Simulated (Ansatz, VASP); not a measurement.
**Sb: VASP beside Ansatz**

File POSCAR:

```
Sb
1.0
    3.1600000000      0.0000000000      0.0000000000
    0.0000000000      3.5155000000      0.0000000000
    0.0000000000      0.0000000000      3.1600000000
Sb
1
Direct
    0.0000000000      0.0000000000      0.0000000000
```

The input INCAR.step1:

```
  PREC = Accurate
  ENCUT = 520
  ISMEAR = 0
  SIGMA = 0.15
  LREAL = False
  LASPH = True
  NELM = 80
  NBANDS = 8
  GGA = PE
  ALGO = Normal
  EDIFF = 1E-4
  LWAVE = True
  LCHARG = False
```

INCAR.step2

```
  PREC = Accurate
  ENCUT = 520
  EDIFF = 1E-6
  ISMEAR = 0
  SIGMA = 0.15
  LREAL = False
  LASPH = True
  NELM = 80
  ALGO = Normal
  ISIF = 2
  LWAVE = False
  LCHARG = True
  METAGGA = R2SCAN
  LMIXTAU = True
  LELF = True
  LVHAR = True
  NBANDS = 8
  ISTART = 1
```

KPOINTS

```
regular mesh
0
Gamma
  16 16 16
```

Input for Ansatz:

```yaml
crystal:
  lattice:
    - [3.16, 0.0, 0.0]
    - [0.0, 3.5155, 0.0]
    - [0.0, 0.0, 3.16]
  atoms:
    - { symbol: Sb, position: [0.0, 0.0, 0.0] }
basis:
  ecutwfc: 500
kpoints:
  mp_grid: { grid: [16, 16, 16] }
hamiltonian:
  xc: r2scan
scf:
  occupations: { method: gaussian, width: 0.15 }
output:
  forces: true
  stress: true
  eigenvalues: true
```

Change from the starting cell: strain +0.1125 x Voigt [0, 1, 0, 0, 0, 0], atoms carried along.

Alike in both runs: task single point; functional r2SCAN; k mesh 16 × 16 × 16; occupations gaussian, width 0.15 eV; no spin polarisation.

|  | VASP | Ansatz |
| --- | --- | --- |
| version | VASP 6.6.1 | Ansatz 0.2.0 |
| potentials or method | VASP PAW PBE potentials, release 64 (Sb), cutoff 520 eV | scalar-relativistic, plane waves, PAW |
| valence electrons in the cell | 5 | 15 |

```tsv
	VASP	Ansatz	Ansatz less VASP
gap on the k mesh at the Fermi level (eV)	none	none	-
pressure (GPa)	-6.3	-6.3	+0.03
traceless stress, the component that is largest in VASP (GPa)	-3.45	-3.44	+0.003
```

VASP's potentials were made for PBE, not for r2SCAN. A gap of «none» marks a metal or a gap that the smearing closes. The functional is the same, so the differences come from potentials, cutoffs and numerics. VASP's potentials hold 5 valence electrons a cell and Ansatz's 15, so a difference there can come from the potentials and not from the codes.

Neither program's run includes spin-orbit coupling.
